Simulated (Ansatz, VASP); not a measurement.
Two plane-wave programs on RbCaBr3

The input INCAR:

```
SYSTEM = RbCaBr3
PREC = Accurate ; ENCUT = 520
EDIFF = 1E-6 ; ISMEAR = 0
SIGMA = 0.05 ; LREAL = .FALSE.
LASPH = .TRUE. ; NELM = 80
ALGO = Normal ; ISIF = 2
LWAVE = .FALSE. ; LCHARG = .TRUE.
LELF = .TRUE. ; LVHAR = .TRUE.
NBANDS = 28
```

File KPOINTS:

```
Automatic mesh
0
G
  4 4 4
  0 0 0
```

Contents of POSCAR:

```
RbCaBr3
1.0
    5.6506396500      0.0000000000      0.0000000000
    0.0000000000      5.6506396500      0.0000000000
    0.0000000000      0.0000000000      5.7366900000
Rb Ca Br
1 1 3
Direct
    0.5000000000      0.5000000000      0.5000000000
    0.0000000000      0.0000000000      0.0000000000
    0.5000000000      0.0000000000      0.0000000000
    0.0000000000      0.5000000000      0.0000000000
    0.0000000000      0.0000000000      0.5000000000
```

Input for Ansatz:

```yaml
crystal:
  lattice:
    - [5.65063965, 0.0, 0.0]
    - [0.0, 5.65063965, 0.0]
    - [0.0, 0.0, 5.73669]
  atoms:
    - { symbol: Rb, position: [0.5, 0.5, 0.5] }
    - { symbol: Ca, position: [0.0, 0.0, 0.0] }
    - { symbol: Br, position: [0.5, 0.0, 0.0] }
    - { symbol: Br, position: [0.0, 0.5, 0.0] }
    - { symbol: Br, position: [0.0, 0.0, 0.5] }
basis:
  ecutwfc: 420
kpoints:
  mp_grid: { grid: [4, 4, 4] }
hamiltonian:
  xc: lda
scf:
  occupations: { method: gaussian, width: 0.05 }
output:
  forces: true
  stress: true
  eigenvalues: true
```

Change from the starting cell: strain -0.015 along x and y, +0.000 along z, atoms carried along.

Alike in both runs: task single point; functional LDA; k mesh 4 × 4 × 4; occupations gaussian, width 0.05 eV; no spin polarisation.

|  | VASP | Ansatz |
| --- | --- | --- |
| version | VASP 6.6.1 | Ansatz 0.2.0 |
| potentials or method | VASP PAW LDA potentials, release 64 (Rb_sv, Ca_sv, Br), cutoff 520 eV | scalar-relativistic, plane waves, PAW |
| valence electrons in the cell | 40 | 40 |

```csv
,VASP,Ansatz,Ansatz less VASP
gap on the k mesh at the Fermi level (eV),3.72,3.71,-0.011
least direct gap on the mesh (eV),4.04,4.03,-0.010
pressure (GPa),-1.9,-2.0,-0.07
"traceless stress, the component that is largest in VASP (GPa)",-0.35,-0.34,+0.007
```

LDA's correlation is that of Perdew and Zunger in VASP and of Perdew and Wang (1992) in Ansatz.
